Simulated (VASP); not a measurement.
The system is Si2Ni.

```
Si Ni
1.0
     0.00000    2.69316    2.69316
     2.69316    0.00000    2.69316
     2.69316    2.69316    0.00000
Si Ni
2 1
Direct
  0.25000 0.25000 0.25000
  0.75000 0.75000 0.75000
  0.00000 0.00000 0.00000
```

Program: VASP 6.6.1. Alike in all runs: task single point; potentials or basis VASP PAW PBE potentials, release 64 (Si, Ni); cell as given; cutoff (eV) 600.

Question: Order these runs on this cell by their pressure, lowest first.
A. level PBE; spin off; k mesh 4 × 4 × 4; smearing gaussian 0.1 eV
B. level PBEsol+U; spin collinear, zero start; U Ni d U = 5.8 eV, J = 0.36 eV; k mesh 2 × 2 × 2; smearing fermi-dirac 0.00861733 eV; LDAUTYPE 1; hund's J 0.36
C. level PBE+D3(BJ); spin off; k mesh 6 × 6 × 6; smearing gaussian 0.1 eV

Answer: B (-3.2 GPa), C (-0.1 GPa), A (5.8 GPa).

Caveats: some runs use coarse meshes; pairwise dispersion overbinds metals, which lowers pressure and volume (some runs); the PAW data sets were made with another functional, which shifts forces and pressure a little (some runs); the U is typed as a test and isn't derived for this compound (some runs).
